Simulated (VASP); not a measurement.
# Ag (Fd-3m) in VASP: further runs

The runs below take Ag through relaxation of cell and atoms, with r2SCAN.

Everything below comes from runs of VASP 6.6.1. Logs are shortened: lines on timing, memory, paths and dates and some standing lists are left out, and cuts for length are marked.

## (1) The cell of the first run

The structure is cubic, space group Fd-3m (No. 227). Conventional cell: a = 5.620 Å, b = 5.620 Å, c = 5.620 Å, α = 90.00°, β = 90.00°, γ = 90.00°. Within 3.2 Å of Ag (site symmetry -43m) lie 4 Ag at 2.43 Å.

This isn't the form of Ag at room conditions, which is fcc.

## (2) Relaxation of cell and atoms, r2SCAN

Input file POSCAR:

```
Ag
1.0
    0.0000000000      2.8100000000      2.8100000000
    2.8100000000      0.0000000000      2.8100000000
    2.8100000000      2.8100000000      0.0000000000
Ag
2
Direct
    1.0000000000      1.0000000000      1.0000000000
    0.2500000000      0.2500000000      0.2500000000
```

Input file INCAR.step1:

```
SYSTEM = Ag
PREC = Accurate
ENCUT = 550
ISMEAR = -1
SIGMA = 0.05
LREAL = .FALSE.
LASPH = .TRUE.
NELM = 120
GGA = PE
ALGO = Normal
EDIFF = 1E-5
LWAVE = .TRUE.
LCHARG = .FALSE.
GGA_COMPAT = .FALSE.
IBRION = 2
ISIF = 3
EDIFFG = -0.005
NELMIN = 4
NSW = 100
```

Input file INCAR.step2:

```
SYSTEM = Ag
PREC = Accurate
ENCUT = 550
EDIFF = 1E-7
ISMEAR = -1
SIGMA = 0.05
LREAL = .FALSE.
LASPH = .TRUE.
NELM = 120
ALGO = Normal
ISIF = 3
LWAVE = .FALSE.
LCHARG = .FALSE.
METAGGA = R2SCAN
LMIXTAU = .TRUE.
IBRION = 2
NSW = 80
EDIFFG = -0.01
ISTART = 1
GGA_COMPAT = .FALSE.
NELMIN = 4
```

Input file KPOINTS:

```
regular mesh
0
G
  8 8 8
  0 0 0
```

Potentials or basis: VASP PAW PBE potentials, release 64 (Ag).

On the command line:

```bash
cat potpaw_PBE.64/Ag/POTCAR > POTCAR
cp INCAR.step1 INCAR
mpirun -np 1 vasp_std > vasp.out
cp INCAR.step2 INCAR
mpirun -np 1 vasp_std > vasp.out
```

OUTCAR:

```text
SYSTEM = Ag
   PREC = Accurate
   ENCUT = 550
   EDIFF = 1E-7
   ISMEAR = -1
   LREAL = .FALSE.
   LASPH = .TRUE.
   NELM = 120
   ISIF = 3
   METAGGA = R2SCAN
   IBRION = 2
   NSW = 80
   EDIFFG = -0.01
   ISTART = 1
   NELMIN = 4

 ion  position               nearest neighbor table
   1  0.000  0.000  0.000-   2 2.43   2 2.43   2 2.43   2 2.43
   2  0.250  0.250  0.250-   1 2.43   1 2.43   1 2.43   1 2.43

  LATTYP: Found a face centered cubic cell.
 ALAT       =     5.6200000000

  Lattice vectors:

 A1 = (   0.0000000000,   2.8100000000,   2.8100000000)
 A2 = (   2.8100000000,   0.0000000000,   2.8100000000)
 A3 = (   2.8100000000,   2.8100000000,   0.0000000000)

Analysis of symmetry for initial positions (statically):
=====================================================================
 Subroutine PRICEL returns:
 Original cell was already a primitive cell.

 Routine SETGRP: Setting up the symmetry group for a
 face centered cubic supercell.

 Subroutine GETGRP returns: Found 48 space group operations
 (whereof 24 operations were pure point group operations)
 out of a pool of 48 trial point group operations.

The static configuration has the point symmetry T_d .
 The point group associated with its full space group is O_h .

Analysis of symmetry for dynamics (positions and initial velocities):
=====================================================================
 Subroutine PRICEL returns:
 Original cell was already a primitive cell.

 Routine SETGRP: Setting up the symmetry group for a
 face centered cubic supercell.

 Subroutine GETGRP returns: Found 48 space group operations
 (whereof 24 operations were pure point group operations)
 out of a pool of 48 trial point group operations.

The dynamic configuration has the point symmetry T_d .
 The point group associated with its full space group is O_h .

 Subroutine INISYM returns: Found 48 space group operations
 (whereof 24 operations are pure point group operations),
 and found     1 'primitive' translations

----------------------------------------------------------------------------------------

                                     Primitive cell

  volume of cell :      44.3761

  direct lattice vectors                    reciprocal lattice vectors
     0.000000000  2.810000000  2.810000000    -0.177935943  0.177935943  0.177935943
     2.810000000  0.000000000  2.810000000     0.177935943 -0.177935943  0.177935943
     2.810000000  2.810000000  0.000000000     0.177935943  0.177935943 -0.177935943

  length of vectors
     3.973940110  3.973940110  3.973940110     0.308194094  0.308194094  0.308194094

  position of ions in fractional coordinates (direct lattice)
     0.000000000  0.000000000  0.000000000
     0.250000000  0.250000000  0.250000000

  ion indices of the primitive-cell ions
   primitive index   ion index
                 1           1
                 2           2

----------------------------------------------------------------------------------------

 KPOINTS: regular mesh

Automatic generation of k-mesh.
 Grid dimensions read from file:
 generate k-points for:    8    8    8

 Generating k-lattice:

  Cartesian coordinates                     Fractional coordinates (reciprocal lattice)
    -0.022241993  0.022241993  0.022241993     0.125000000  0.000000000  0.000000000
     0.022241993 -0.022241993  0.022241993     0.000000000  0.125000000  0.000000000
     0.022241993  0.022241993 -0.022241993     0.000000000  0.000000000  0.125000000

  Length of vectors
     0.038524262  0.038524262  0.038524262

  Shift w.r.t. Gamma in fractional coordinates (k-lattice)
     0.000000000  0.000000000  0.000000000

 Subroutine IBZKPT returns following result:
 ===========================================

 Found     29 irreducible k-points:

 Following reciprocal coordinates:
            Coordinates               Weight
  0.000000  0.000000  0.000000      1.000000
  0.125000  0.000000  0.000000      8.000000
  0.250000  0.000000  0.000000      8.000000
  0.375000  0.000000  0.000000      8.000000
  0.500000  0.000000  0.000000      4.000000
  0.125000  0.125000  0.000000      6.000000
[... 16 lines left out ...]
  0.500000  0.250000  0.125000     48.000000
 -0.375000  0.250000  0.125000     24.000000
 [... further k-points ...]
   k-points           NKPTS =     29   k-points in BZ     NKDIM =     29   number of bands    NBANDS=     15
   number of dos      NEDOS =    301   number of ions     NIONS =      2
   total plane-waves  NPLWV =  27000
   dimension x,y,z NGX =    30 NGY =   30 NGZ =   30
   dimension x,y,z NGXF=    60 NGYF=   60 NGZF=   60
   ions per type =               2
   NGX,Y,Z   is equivalent  to a cutoff of  12.55, 12.55, 12.55 a.u.
   NGXF,Y,Z  is equivalent  to a cutoff of  25.10, 25.10, 25.10 a.u.
 SYSTEM =  Ag
   PREC   = accura    normal or accurate (medium, high low for compatibility)
   ISTART =      1    job   : 0-new  1-cont  2-samecut
   ICHARG =      0    charge: 1-file 2-atom 10-const
   ISPIN  =      1    spin polarized calculation?
   LNONCOLLINEAR =      F non collinear calculations
   LSORBIT =      F    spin-orbit coupling
   LASPH  =      T    aspherical Exc in radial PAW
   ENCUT  =  550.0 eV  40.42 Ry    6.36 a.u.   7.60  7.60  7.60*2*pi/ulx,y,z
   NELM   =    120;   NELMIN=  4; NELMDL=  0     # of ELM steps
   EDIFF  = 0.1E-06   stopping-criterion for ELM
   LREAL  =      F    real-space projection
   EDIFFG = -.1E-01   stopping-criterion for IOM
   NSW    =     80    number of steps for IOM
   IBRION =      2    ionic relax: 0-MD 1-quasi-New 2-CG
   NFREE  =      1    steps in history (QN), initial steepest desc. (CG)
   ISIF   =      3    stress and relaxation
   ISYM   =      2    0-nonsym 1-usesym 2-fastsym
   POTIM  = 0.5000    time-step for ionic-motion
   TEBEG  =    0.0;   TEEND  =   0.0 temperature during run
   PSTRESS=    0.0 pullay stress
   NELECT =      22.0000    total number of electrons
   NUPDOWN=      -1.0000    fix difference up-down
   EMIN   =  10.00;   EMAX   =-10.00  energy-range for DOS
   EFERMI =   0.00;   METHOD = LEGACY
   ISMEAR =    -1;   SIGMA  =   0.05  broadening in eV -4-tet -1-fermi 0-gaus
   EFERMI_NEDOS =   21; number of points for ismear=-14 and -15
   IALGO  =     38    algorithm
   IMIX   =      4    mixing-type and parameters
     AMIX     =   0.40;   BMIX     =  1.00
     AMIX_MAG =   1.60;   BMIX_MAG =  1.00
  volume/ion in A,a.u.               =      22.19       149.73
  Fermi-wavevector in a.u.,A,eV,Ry     =   1.295685  2.448489 22.841453  1.678799
  Thomas-Fermi vector in A             =   2.427189
   LORBIT       =      0    0 simple, 1 ext, 2 COOP (PROOUT), +10 PAW based schemes
   METAGGA = R2SCAN    functional components
   LHFCALC =     F    Hartree Fock is set to
   AEXX    =    0.0000 exact exchange contribution
   IVDW    =     0    specifies the selected vdW correction
   LEPSILON=     F    determine dielectric tensor
   LRPA    =     F    only Hartree local field effects (RPA)
 conjugate gradient relaxation of ions
 non-spin polarized calculation
  energy-cutoff  :      550.00
  volume of cell :       44.38
 maximum number of plane-waves:      1316
   NGX = 15   NGY = 15   NGZ = 15

--------------------------------------- Ionic step        1  -------------------------------------------

 number of electron      21.9999992 magnetization

 Free energy of the ion-electron system (eV)
  ---------------------------------------------------
  ext. energy  EPLUGINS =         0.00000000
  ---------------------------------------------------
  free energy    TOTEN  =       -40.42268006 eV

  energy without entropy =      -40.41871162  energy(sigma->0) =      -40.42069584

 E-fermi :   5.2415     XC(G=0): -11.0100

 val. band max:        5.0602188698   @ k =  -0.3750   0.3750   0.1250
 cond. band min:       5.2928202437   @ k =   0.5000   0.1250   0.0000
 fundamental gap:      0.2326013739
 Fermi energy:         5.2414850377

 k-point     1 :       0.0000    0.0000    0.0000
  band No.  band energies     occupation
      1      -0.9264      2.00000
      2      -0.6622      2.00000
      3      -0.6622      2.00000
      4      -0.5563      2.00000
      5      -0.5563      2.00000
      6      -0.5563      2.00000
      7       1.4252      2.00000
      8       1.4252      2.00000
      9       1.4252      2.00000
     10       2.4441      2.00000
     11       2.4441      2.00000
     12      16.4474      0.00000
     13      16.4474      0.00000
     14      16.4474      0.00000
     15      16.8073      0.00000
[... 508 lines left out ...]
 POSITION                                       TOTAL-FORCE (eV/Angst)
 -----------------------------------------------------------------------------------
      0.00000      0.00000      0.00000         0.000000      0.000000      0.000000
      1.52115      1.52115      1.52115        -0.000000     -0.000000     -0.000000
 -----------------------------------------------------------------------------------
    total drift:                                0.000000     -0.000000      0.000000

  FREE ENERGIE OF THE ION-ELECTRON SYSTEM (eV)
  ---------------------------------------------------
  free  energy   TOTEN  =       -40.9696053765 eV

  energy  without entropy=      -40.9613224983  energy(sigma->0) =      -40.96546394

--------------------------------------- Ionic step        4  -------------------------------------------

 number of electron      22.0000016 magnetization

 Free energy of the ion-electron system (eV)
  ---------------------------------------------------
  ext. energy  EPLUGINS =         0.00000000
  ---------------------------------------------------
  free energy    TOTEN  =       -40.96985825 eV

  energy without entropy =      -40.96142937  energy(sigma->0) =      -40.96564381

 E-fermi :   3.0540     XC(G=0):  -9.6294

 val. band max:        3.0497256762   @ k =   0.5000   0.1250   0.0000
 cond. band min:       3.0541116693   @ k =  -0.3750   0.2500   0.1250
 fundamental gap:      0.0043859931
 Fermi energy:         3.0539833262

 k-point     1 :       0.0000    0.0000    0.0000
  band No.  band energies     occupation
      1      -1.9545      2.00000
      2      -1.9178      2.00000
      3      -1.9178      2.00000
      4      -1.9006      2.00000
      5      -1.9006      2.00000
      6      -1.9006      2.00000
      7      -0.5059      2.00000
      8      -0.5059      2.00000
      9      -0.5059      2.00000
     10       0.1022      2.00000
     11       0.1022      2.00000
     12      12.2080      0.00000
     13      12.2080      0.00000
     14      12.2080      0.00000
     15      12.8109      0.00000
[... 436 lines left out ...]
 POSITION                                       TOTAL-FORCE (eV/Angst)
 -----------------------------------------------------------------------------------
      0.00000      0.00000      0.00000        -0.000000     -0.000000     -0.000000
      1.52509      1.52509      1.52509         0.000000      0.000000      0.000000
 -----------------------------------------------------------------------------------
    total drift:                                0.000000     -0.000000      0.000000

  FREE ENERGIE OF THE ION-ELECTRON SYSTEM (eV)
  ---------------------------------------------------
  free  energy   TOTEN  =       -40.9698582546 eV

  energy  without entropy=      -40.9614293723  energy(sigma->0) =      -40.96564381

 reached required accuracy - stopping structural energy minimisation
```

Wall time 4.5 min (1 thread of Intel Xeon 6975P-C (Granite Rapids), shared host); peak memory 0.18 GiB.

What came out:

| Quantity | Value |
| --- | --- |
| Free energy | -40.9699 eV |
| Relaxed volume | 28.38 Å³/atom |
| Relaxed cell | a = 4.314 Å, b = 4.314 Å, c = 4.314 Å, α = 60.00°, β = 60.00°, γ = 60.00° |
| Space group after relaxing (to 0.1 Å) | Fd-3m (No. 227) |
| Energy gained by relaxing | 273.6 meV/atom |
| Ionic steps | 4 |
| Pressure after relaxing | -0.1 GPa |
| Band gap on the k mesh | zero (bands 11 and 12 overlap by 1.21 eV) |

Step by step:
```csv
step,energy change (eV),largest force (eV/Å),pressure (GPa),volume (Å³)
1,0.0000,0.0000,18.63,44.38
2,-0.4783,0.0000,-3.08,63.10
3,-0.5469,0.0000,0.25,56.32
4,-0.5472,0.0000,-0.05,56.75
```

Final structure:
```cif
data_structure
_symmetry_space_group_name_H-M 'P 1'
_symmetry_Int_Tables_number 1
_cell_length_a 4.3136
_cell_length_b 4.3136
_cell_length_c 4.3136
_cell_angle_alpha 60.000
_cell_angle_beta 60.000
_cell_angle_gamma 60.000
_cell_volume 56.75
loop_
_atom_site_label
_atom_site_type_symbol
_atom_site_fract_x
_atom_site_fract_y
_atom_site_fract_z
_atom_site_occupancy
Ag1 Ag 0.00000 0.00000 0.00000 1
Ag2 Ag 0.25000 0.25000 0.25000 1
```

Levels at points of the mesh, in eV from the Fermi level:
| k point | band 9 | band 10 | band 11 | band 12 | band 13 | band 14 |
| --- | --- | --- | --- | --- | --- | --- |
| (0.00, 0.00, 0.00) | -3.56 | -2.95 | -2.95 | 9.15 | 9.15 | 9.15 |
| (0.50, 0.00, 0.00) | -2.99 | -2.99 | -0.95 | -0.69 | 6.58 | 6.58 |
| (0.50, 0.50, 0.00) | -2.87 | -2.87 | 0.13 | 0.13 | 3.66 | 3.66 |

Caveat: the volume moved by over 15 % at a fixed basis, so the end points are rough; the PAW data sets were made with another functional, which shifts forces and pressure a little.

## (3) Relaxation of cell and atoms, r2SCAN, target pressure 15 GPa, at which the enthalpy is minimised

POSCAR is that of step 2.

Input file INCAR.step1:

```
  ALGO = Normal
  EDIFF = 1E-5
  EDIFFG = -0.005
  ENCUT = 550
  GGA = PE
  GGA_COMPAT = F
  IBRION = 2
  ISIF = 3
  ISMEAR = -1
  LASPH = T
  LCHARG = F
  LREAL = F
  LWAVE = T
  NELM = 120
  NELMIN = 4
  NSW = 100
  PREC = Accurate
  SIGMA = 0.05
```

Input file INCAR.step2:

```
  ALGO = Normal
  EDIFF = 1E-7
  EDIFFG = -0.01
  ENCUT = 550
  GGA_COMPAT = F
  IBRION = 2
  ISIF = 3
  ISMEAR = -1
  ISTART = 1
  LASPH = T
  LCHARG = F
  LMIXTAU = T
  LREAL = F
  LWAVE = F
  METAGGA = R2SCAN
  NELM = 120
  NELMIN = 4
  NSW = 80
  PREC = Accurate
  PSTRESS = 150.0
  SIGMA = 0.05
```

Input file KPOINTS:

```
k-points
0
Gamma
  8 8 8
```

Potentials or basis: VASP PAW PBE potentials, release 64 (Ag).

On the command line:

```bash
cat potpaw_PBE.64/Ag/POTCAR > POTCAR
cp INCAR.step1 INCAR
mpirun -np 1 vasp_std > vasp.out
cp INCAR.step2 INCAR
mpirun -np 1 vasp_std > vasp.out
```

Run time: 4 min. Hardware: 1 thread of Intel Xeon 6975P-C (Granite Rapids), shared host; peak memory 0.19 GiB.

It converged, with:

| Item | Value |
| --- | --- |
| Free energy | -40.5664 eV |
| Relaxed volume | 22.88 Å³/atom |
| Relaxed cell | a = 4.015 Å, b = 4.015 Å, c = 4.015 Å, α = 60.00°, β = 60.00°, γ = 60.00° |
| Space group after relaxing (to 0.1 Å) | Fd-3m (No. 227) |
| Energy change on relaxing (the run minimises the enthalpy) | -71.9 meV/atom |
| Ionic steps | 3 |
| Pressure after relaxing | 15.0 GPa |
| Band gap on the k mesh | zero (bands 11 and 12 overlap by 1.51 eV) |

Step by step:
```tsv
step	energy change (eV)	largest force (eV/Å)	pressure (GPa)	volume (Å³)
1	0.0000	0.0000	18.63	44.38
2	-0.2980	0.0000	10.75	47.69
3	-0.1437	0.0000	14.98	45.75
```

Final structure:
```cif
data_structure
_symmetry_space_group_name_H-M 'P 1'
_symmetry_Int_Tables_number 1
_cell_length_a 4.0146
_cell_length_b 4.0146
_cell_length_c 4.0146
_cell_angle_alpha 60.000
_cell_angle_beta 60.000
_cell_angle_gamma 60.000
_cell_volume 45.75
loop_
_atom_site_label
_atom_site_type_symbol
_atom_site_fract_x
_atom_site_fract_y
_atom_site_fract_z
_atom_site_occupancy
Ag1 Ag 0.00000 0.00000 0.00000 1
Ag2 Ag 0.25000 0.25000 0.25000 1
```

Levels at points of the mesh, in eV from the Fermi level:
| k point | band 8 | band 9 | band 10 | band 11 | band 12 | band 13 | band 14 | band 15 |
| --- | --- | --- | --- | --- | --- | --- | --- | --- |
| (0.00, 0.00, 0.00) | -3.76 | -3.76 | -2.80 | -2.80 | 10.95 | 10.95 | 10.95 | 11.34 |
| (0.50, 0.00, 0.00) | -3.55 | -2.89 | -2.89 | -1.15 | -0.61 | 7.73 | 7.73 | 10.20 |
| (0.50, 0.50, 0.00) | -4.12 | -2.73 | -2.73 | 0.39 | 0.39 | 3.98 | 3.98 | 8.54 |

Caveat: the cell is relaxed towards a set pressure, so the run minimises the enthalpy, not the energy; the PAW data sets were made with another functional, which shifts forces and pressure a little.

The gap in the log of VASP goes by the Fermi energy; the results here count the filled bands.